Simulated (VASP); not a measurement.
Wanted: the native input for a VASP 6.6.1 run.

```
Task                   : single point
Functional             : PBE
Potentials or basis    : VASP PAW PBE potentials, release 64 (Cs_sv, Sn_d, I)
Cutoff                 : 520 eV
k mesh                 : 6 × 6 × 6
Occupations            : gaussian, width 0.03 eV
Spin                   : no spin polarisation
Dipole correction      : no
Further INCAR settings : ALGO = Normal; EDIFF = 1e-07; NBANDS = 30
```

The structure of CsSnI3 lies in POSCAR:

```
CsSnI3
1.0
    6.2987855000      0.0000000000      0.0000000000
    0.0000000000      6.2987855000      0.0000000000
    0.0000000000      0.0000000000      6.3918710000
Cs Sn I
1 1 3
Direct
    0.0000000000      0.0000000000      0.0000000000
    0.5000000000      0.5000000000      0.5000000000
    0.0000000000      0.5000000000      0.5000000000
    0.5000000000      0.0000000000      0.5000000000
    0.5000000000      0.5000000000      0.0000000000
```

This cell differs from its parent crystal: strain +0.015 along x and y, +0.030 along z.

These files were run (other wordings do the same):

INCAR

```
ALGO     = Normal         # electronic algorithm
EDIFF    = 1E-7           # SCF threshold, eV
ENCUT    = 520            # plane-wave cutoff, eV
GGA      = PE             # functional
ISIF     = 2              # what is computed and relaxed
ISMEAR   = 0              # smearing method
LASPH    = True           # aspherical terms in the spheres
LCHARG   = False          # write CHGCAR
LREAL    = False          # projectors in reciprocal space
LWAVE    = False          # write WAVECAR
NBANDS   = 30             # bands
NELM     = 100            # most SCF steps
PREC     = Accurate       # precision mode
SIGMA    = 0.03           # smearing width, eV
```

KPOINTS

```
k-points
0
Gamma
  6 6 6
```

Potentials or basis: VASP PAW PBE potentials, release 64 (Cs_sv, Sn_d, I).

Command:

```sh
$ cat potpaw_PBE.64/Cs_sv/POTCAR potpaw_PBE.64/Sn_d/POTCAR potpaw_PBE.64/I/POTCAR > POTCAR
$ mpirun -np 1 vasp_std > vasp.out
```

Results of the run:

```
Pressure               : -0.3 GPa
Band gap on the k mesh : 0.50 eV
```

Caveat: the cell differs from its parent crystal (strain +0.015 along x and y, +0.030 along z); semilocal functionals underestimate gaps, and a narrow one can read as zero; spin-orbit coupling is left out, which moves the levels of the heavy elements.

It took 2.7 min on 1 thread of Intel(R) Xeon(R) 6975P-C (Granite Rapids) (shared host), peak memory 0.52 GiB.
